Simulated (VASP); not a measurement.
Input of a VASP 6.6.1 run:

File INCAR:

```
SYSTEM = BaF2
PREC = Accurate
ENCUT = 600
EDIFF = 1E-7
ISMEAR = 0
SIGMA = 0.02
LREAL = .FALSE.
LASPH = .TRUE.
NELM = 120
ALGO = Normal
ISIF = 3
LWAVE = .FALSE.
LCHARG = .FALSE.
GGA = PS
IBRION = 2
NSW = 70
EDIFFG = -0.005
GGA_COMPAT = .FALSE.
NELMIN = 4
```

Contents of KPOINTS:

```
Automatic mesh
0
G
  6 6 6
  0 0 0
```

The input POSCAR:

```
BaF2
1.0
    0.0000000000      3.1230009540      3.1230009540
    3.1230009540      0.0000000000      3.1230009540
    3.1230009540      3.1230009540      0.0000000000
Ba F
1 2
Direct
    0.0000000000      0.0000000000      0.0000000000
    0.2500000000      0.2500000000      0.2500000000
    0.7500000000      0.7500000000      0.7500000000
```

Potentials or basis: VASP PAW PBE potentials, release 64 (Ba_sv, F).

Command:

```console
$ cat potpaw_PBE.64/Ba_sv/POTCAR potpaw_PBE.64/F/POTCAR > POTCAR
$ mpirun -np 1 vasp_std > vasp.out
```

What does it give for the relaxed volume?

19.63 Å³/atom.

What does it give for the space group after relaxing (to 0.05 Å)?

Fm-3m (No. 225).

Predict the relaxed cell.

a = 4.367 Å, b = 4.367 Å, c = 4.367 Å, α = 60.00°, β = 60.00°, γ = 60.00°.

Final structure:
```
Ba F
1.0
     0.00000    3.08775    3.08775
     3.08775    0.00000    3.08775
     3.08775    3.08775    0.00000
Ba F
1 2
Direct
  0.00000 0.00000 0.00000
  0.25000 0.25000 0.25000
  0.75000 0.75000 0.75000
```

Caveat: the PAW data sets were made with another functional, which shifts forces and pressure a little.
